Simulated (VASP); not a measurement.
# Hf7S (P-3m1) in VASP: single point with PBE

Aim: the single point of Hf7S with PBE.

Program: VASP 6.6.1. These are calculated values, not measurements. Logs are shortened: lines on timing, memory, paths and dates and some standing lists are left out, and cuts for length are marked.

### Step 1. The cell of the first run

Symmetry: P-3m1, No. 164, trigonal system. The conventional cell has a = 3.264 Å, b = 3.264 Å, c = 18.723 Å, α = 90.00°, β = 90.00°, γ = 120.00°. Hf (site symmetry -3m) has 12 Hf at 3.16 to 3.26 Å within 4.2 Å. Within 4.2 Å of Hf (site symmetry 3m) lie 12 Hf at 3.16 to 3.26 Å. Hf (site symmetry 3m) has 12 Hf at 3.08 to 3.26 Å within 4.1 Å. Within 3.5 Å of Hf (site symmetry 3m) lie 3 S at 2.62 Å and 9 Hf at 3.08 to 3.26 Å. S (site symmetry -3m) has 6 Hf at 2.62 Å and 6 S at 3.26 Å within 3.5 Å.

### Step 2. Single point, PBE

INCAR

```
PREC = Accurate
ENCUT = 520
EDIFF = 1E-6
ISMEAR = 0
SIGMA = 0.1
LREAL = False
LASPH = True
NELM = 60
ALGO = Normal
ISIF = 2
LWAVE = False
LCHARG = True
GGA = PE
LELF = True
LVHAR = True
NBANDS = 48
```

KPOINTS

```
regular mesh
0
Gamma
  12 12 2
```

POSCAR

```
Hf7S
1.0
    3.2639674658      0.0000000000      0.0000000000
   -1.6319837329      2.8266787425      0.0000000000
    0.0000000000      0.0000000000     18.7232668765
Hf S
7 1
Direct
    0.0000000000      0.0000000000      0.5000000000
    0.3333333333      0.6666666667      0.3647830171
    0.6666666667      0.3333333333      0.6352169829
    0.3333333333      0.6666666667      0.7724207790
    0.6666666667      0.3333333333      0.9025329608
    0.3333333333      0.6666666667      0.0974670392
    0.6666666667      0.3333333333      0.2275792210
    0.0000000000      0.0000000000      0.0000000000
```

Potentials or basis: VASP PAW PBE potentials, release 64 (Hf_pv, S).

Run with:

```console
> cat potpaw_PBE.64/Hf_pv/POTCAR potpaw_PBE.64/S/POTCAR > POTCAR
> mpirun -np 1 vasp_std > vasp.out
```

OUTCAR:

```text
PREC = Accurate
   ENCUT = 520
   EDIFF = 1E-6
   ISMEAR = 0
   LREAL = False
   LASPH = True
   NELM = 60
   ISIF = 2
   GGA = PE

 ion  position               nearest neighbor table
   1  0.000  0.000  0.500-   2 3.16   3 3.16   2 3.16   3 3.16   3 3.16   2 3.16
   2  0.333  0.667  0.365-   1 3.16   1 3.16   1 3.16   7 3.19   7 3.19   7 3.19
   3  0.667  0.333  0.635-   1 3.16   1 3.16   1 3.16   4 3.19   4 3.19   4 3.19
   4  0.333  0.667  0.772-   5 3.08   5 3.08   5 3.08   3 3.19   3 3.19   3 3.19
   5  0.667  0.333  0.903-   8 2.62   8 2.62   8 2.62   4 3.08   4 3.08   4 3.08
   6  0.333  0.667  0.097-   8 2.62   8 2.62   8 2.62   7 3.08   7 3.08   7 3.08
   7  0.667  0.333  0.228-   6 3.08   6 3.08   6 3.08   2 3.19   2 3.19   2 3.19
   8  0.000  0.000  0.000-   5 2.62   6 2.62   6 2.62   5 2.62   5 2.62   6 2.62

  LATTYP: Found a hexagonal cell.
 ALAT       =     3.2639674658
 C/A-ratio  =     5.7363521765

  Lattice vectors:

 A1 = (   3.2639674658,   0.0000000000,   0.0000000000)
 A2 = (  -1.6319837329,   2.8266787425,   0.0000000000)
 A3 = (   0.0000000000,   0.0000000000,  18.7232668765)

Analysis of symmetry for initial positions (statically):
=====================================================================
 Subroutine PRICEL returns:
 Original cell was already a primitive cell.

 Routine SETGRP: Setting up the symmetry group for a
 hexagonal supercell.

 Subroutine GETGRP returns: Found 12 space group operations
 (whereof 12 operations were pure point group operations)
 out of a pool of 24 trial point group operations.

The static configuration has the point symmetry D_3d.

Analysis of symmetry for dynamics (positions and initial velocities):
=====================================================================
 Subroutine PRICEL returns:
 Original cell was already a primitive cell.

 Routine SETGRP: Setting up the symmetry group for a
 hexagonal supercell.

 Subroutine GETGRP returns: Found 12 space group operations
 (whereof 12 operations were pure point group operations)
 out of a pool of 24 trial point group operations.

The dynamic configuration has the point symmetry D_3d.

 Subroutine INISYM returns: Found 12 space group operations
 (whereof 12 operations are pure point group operations),
 and found     1 'primitive' translations

----------------------------------------------------------------------------------------

                                     Primitive cell

  volume of cell :     172.7444

  direct lattice vectors                    reciprocal lattice vectors
     3.263967466  0.000000000  0.000000000     0.306375603  0.176886037  0.000000000
    -1.631983733  2.826678742  0.000000000     0.000000000  0.353772074  0.000000000
     0.000000000  0.000000000 18.723266876     0.000000000  0.000000000  0.053409483

  length of vectors
     3.263967466  3.263967466 18.723266876     0.353772074  0.353772074  0.053409483

  position of ions in fractional coordinates (direct lattice)
     0.000000000  0.000000000  0.500000000
     0.333333333  0.666666667  0.364783017
     0.666666667  0.333333333  0.635216983
     0.333333333  0.666666667  0.772420779
     0.666666667  0.333333333  0.902532961
     0.333333333  0.666666667  0.097467039
     0.666666667  0.333333333  0.227579221
     0.000000000  0.000000000  0.000000000

  ion indices of the primitive-cell ions
   primitive index   ion index
                 1           1
                 2           2
                 3           3
                 4           4
                 5           5
                 6           6
                 7           7
                 8           8

----------------------------------------------------------------------------------------

 KPOINTS: regular mesh

Automatic generation of k-mesh.
 Grid dimensions read from file:
 generate k-points for:   12   12    2

 Generating k-lattice:

  Cartesian coordinates                     Fractional coordinates (reciprocal lattice)
     0.025531300  0.014740503  0.000000000     0.083333333  0.000000000  0.000000000
     0.000000000  0.029481006  0.000000000     0.000000000  0.083333333  0.000000000
     0.000000000  0.000000000  0.026704741     0.000000000  0.000000000  0.500000000

  Length of vectors
     0.029481006  0.029481006  0.026704741

  Shift w.r.t. Gamma in fractional coordinates (k-lattice)
     0.000000000  0.000000000  0.000000000

 Subroutine IBZKPT returns following result:
 ===========================================

 Found     38 irreducible k-points:

 Following reciprocal coordinates:
            Coordinates               Weight
  0.000000  0.000000  0.000000      1.000000
  0.083333 -0.000000  0.000000      6.000000
  0.166667 -0.000000  0.000000      6.000000
  0.250000 -0.000000  0.000000      6.000000
  0.333333 -0.000000  0.000000      6.000000
  0.416667 -0.000000  0.000000      6.000000
[... 16 lines left out ...]
  0.250000 -0.000000  0.500000      6.000000
  0.333333 -0.000000  0.500000      6.000000
 [... further k-points ...]
   k-points           NKPTS =     38   k-points in BZ     NKDIM =     38   number of bands    NBANDS=     48
   number of dos      NEDOS =    301   number of ions     NIONS =      8
   total plane-waves  NPLWV =  80640
   dimension x,y,z NGX =    24 NGY =   24 NGZ =  140
   dimension x,y,z NGXF=    48 NGYF=   48 NGZF=  280
   ions per type =               7   1
   NGX,Y,Z   is equivalent  to a cutoff of  12.22, 12.22, 12.43 a.u.
   NGXF,Y,Z  is equivalent  to a cutoff of  24.45, 24.45, 24.86 a.u.
 SYSTEM =  unknown system
   PREC   = accura    normal or accurate (medium, high low for compatibility)
   ISTART =      0    job   : 0-new  1-cont  2-samecut
   ICHARG =      2    charge: 1-file 2-atom 10-const
   ISPIN  =      1    spin polarized calculation?
   LNONCOLLINEAR =      F non collinear calculations
   LSORBIT =      F    spin-orbit coupling
   LASPH  =      T    aspherical Exc in radial PAW
   ENCUT  =  520.0 eV  38.22 Ry    6.18 a.u.   6.07  6.07 34.81*2*pi/ulx,y,z
   NELM   =     60;   NELMIN=  2; NELMDL= -5     # of ELM steps
   EDIFF  = 0.1E-05   stopping-criterion for ELM
   LREAL  =      F    real-space projection
   EDIFFG = 0.1E-04   stopping-criterion for IOM
   NSW    =      0    number of steps for IOM
   IBRION =     -1    ionic relax: 0-MD 1-quasi-New 2-CG
   NFREE  =      0    steps in history (QN), initial steepest desc. (CG)
   ISIF   =      2    stress and relaxation
   ISYM   =      2    0-nonsym 1-usesym 2-fastsym
   POTIM  = 0.5000    time-step for ionic-motion
   TEBEG  =    0.0;   TEEND  =   0.0 temperature during run
   PSTRESS=    0.0 pullay stress
   NELECT =      76.0000    total number of electrons
   NUPDOWN=      -1.0000    fix difference up-down
   EMIN   =  10.00;   EMAX   =-10.00  energy-range for DOS
   EFERMI =   0.00;   METHOD = LEGACY
   ISMEAR =     0;   SIGMA  =   0.10  broadening in eV -4-tet -1-fermi 0-gaus
   EFERMI_NEDOS =   21; number of points for ismear=-14 and -15
   IALGO  =     38    algorithm
   IMIX   =      4    mixing-type and parameters
     AMIX     =   0.40;   BMIX     =  1.00
     AMIX_MAG =   1.60;   BMIX_MAG =  1.00
  volume/ion in A,a.u.               =      21.59       145.72
  Fermi-wavevector in a.u.,A,eV,Ry     =   1.245121  2.352937 21.093454  1.550325
  Thomas-Fermi vector in A             =   2.379357
   LORBIT       =      0    0 simple, 1 ext, 2 COOP (PROOUT), +10 PAW based schemes
   GGA     = PE    functional components
   LHFCALC =     F    Hartree Fock is set to
   AEXX    =    0.0000 exact exchange contribution
   IVDW    =     0    specifies the selected vdW correction
   LEPSILON=     F    determine dielectric tensor
   LRPA    =     F    only Hartree local field effects (RPA)
 non-spin polarized calculation
 Gauss-broadening in eV      SIGMA  =   0.10
  energy-cutoff  :      520.00
  volume of cell :      172.74
 maximum number of plane-waves:      4716
   NGX = 13   NGY = 13   NGZ = 69

 number of electron      75.9999990 magnetization

 Free energy of the ion-electron system (eV)
  ---------------------------------------------------
  ext. energy  EPLUGINS =         0.00000000
  ---------------------------------------------------
  free energy    TOTEN  =       -75.92445544 eV

  energy without entropy =      -75.88761384  energy(sigma->0) =      -75.90603464

 E-fermi :   5.2127     XC(G=0): -11.2384

 val. band max:        5.2025004489   @ k =   0.1667  -0.0000   0.5000
 cond. band min:       5.2167594689   @ k =   0.1667   0.0833   0.5000
 fundamental gap:      0.0142590200
 Fermi energy:         5.2127480882

 k-point     1 :       0.0000    0.0000    0.0000
  band No.  band energies     occupation
      1     -25.9783      2.00000
      2     -25.9256      2.00000
      3     -25.6378      2.00000
      4     -25.4797      2.00000
      5     -25.4431      2.00000
      6     -25.4431      2.00000
[... 40 lines left out ...]
     47       6.6509      0.00000
     48       6.7043      0.00000

 k-point     2 :       0.0833   -0.0000    0.0000
  band No.  band energies     occupation
      1     -25.9680      2.00000
      2     -25.9168      2.00000
      3     -25.6289      2.00000
      4     -25.5062      2.00000
      5     -25.4807      2.00000
      6     -25.4515      2.00000
[... 40 lines left out ...]
     47       6.6640      0.00000
     48       6.8065      0.00000

 k-point     3 :       0.1667   -0.0000    0.0000
  band No.  band energies     occupation
      1     -25.9403      2.00000
      2     -25.8938      2.00000
      3     -25.6160      2.00000
      4     -25.5951      2.00000
      5     -25.5643      2.00000
      6     -25.4742      2.00000
[... 1060 lines left out ...]
     47       7.1636      0.00000
     48       7.1976      0.00000

 k-point    24 :       0.3333   -0.0000    0.5000
  band No.  band energies     occupation
      1     -25.8723      2.00000
      2     -25.8615      2.00000
      3     -25.8356      2.00000
      4     -25.8161      2.00000
      5     -25.5515      2.00000
      6     -25.5350      2.00000
[... 40 lines left out ...]
     47       7.0361      0.00000
     48       7.3183      0.00000

 [... further k-points ...]

------------------------ aborting loop because EDIFF is reached ----------------------------------------

  FORCE on cell =-STRESS in cart. coord.  units (eV):
  Direction    XX          YY          ZZ          XY          YZ          ZX
  --------------------------------------------------------------------------------------
  -------------------------------------------------------------------------------------
  Total       -0.5377369     -0.5377369     -0.5989323      0.0000000      0.0000000      0.0000000
  in kB       -4.9874263     -4.9874263     -5.5550045      0.0000000      0.0000000      0.0000000
  external PRESSURE =      -5.1766190 kB  Pullay stress =       0.0000000 kB

 VOLUME and BASIS-vectors are now :
 -----------------------------------------------------------------------------
  energy-cutoff  :      520.00
  volume of cell :      172.74
      direct lattice vectors                 reciprocal lattice vectors
     3.263967466  0.000000000  0.000000000     0.306375603  0.176886037  0.000000000
    -1.631983733  2.826678742  0.000000000     0.000000000  0.353772074  0.000000000
     0.000000000  0.000000000 18.723266876     0.000000000  0.000000000  0.053409483

 POSITION                                       TOTAL-FORCE (eV/Angst)
 -----------------------------------------------------------------------------------
      0.00000      0.00000      9.36163        -0.000000      0.000000      0.000000
     -0.00000      1.88445      6.82993         0.000000     -0.000000     -0.000638
      1.63198      0.94223     11.89334         0.000000      0.000000      0.000638
     -0.00000      1.88445     14.46224         0.000000      0.000000      0.003670
      1.63198      0.94223     16.89837         0.000000     -0.000000      0.014090
     -0.00000      1.88445      1.82490        -0.000000      0.000000     -0.014090
      1.63198      0.94223      4.26103        -0.000000      0.000000     -0.003670
      0.00000      0.00000      0.00000        -0.000000      0.000000      0.000000
 -----------------------------------------------------------------------------------
    total drift:                               -0.000000     -0.000000      0.000000

  FREE ENERGIE OF THE ION-ELECTRON SYSTEM (eV)
  ---------------------------------------------------
  free  energy   TOTEN  =       -75.9244554407 eV

  energy  without entropy=      -75.8876138427  energy(sigma->0) =      -75.90603464
```

It took 11 min on 1 thread of Intel Xeon Platinum 8259CL at 2.50GHz (Skylake/Cascade Lake), shared host; peak memory 0.41 GiB.

Results:

| Item | Value |
| --- | --- |
| Free energy | -75.9245 eV |
| Pressure | -0.5 GPa |
| Largest force | 0.014 eV/Å |
| Band gap on the k mesh | zero (bands 38 and 39 overlap by 1.35 eV) |

Forces on the atoms (eV/Å):
```
Hf   0.000  0.000  0.000
Hf   0.000  0.000 -0.001
Hf   0.000  0.000  0.001
Hf   0.000  0.000  0.004
Hf   0.000  0.000  0.014
Hf   0.000  0.000 -0.014
Hf   0.000  0.000 -0.004
S    0.000  0.000  0.000
```

Levels at points of the mesh, in eV from the Fermi level:
```csv
k point,band 35,band 36,band 37,band 38,band 39,band 40,band 41,band 42
"(0.00, 0.00, 0.00)",0.55,0.60,0.60,0.61,0.99,0.99,1.13,1.13
"(0.50, 0.00, 0.00)",-1.06,-0.67,-0.57,0.01,0.30,0.54,0.85,0.97
"(0.00, 0.00, 0.50)",0.53,0.61,0.61,1.01,1.03,1.03,1.07,1.07
"(0.50, 0.00, 0.50)",-1.26,-0.87,-0.34,-0.08,0.31,0.76,0.91,1.00
```

Caveat: spin-orbit coupling is left out, which moves the levels of the heavy elements.
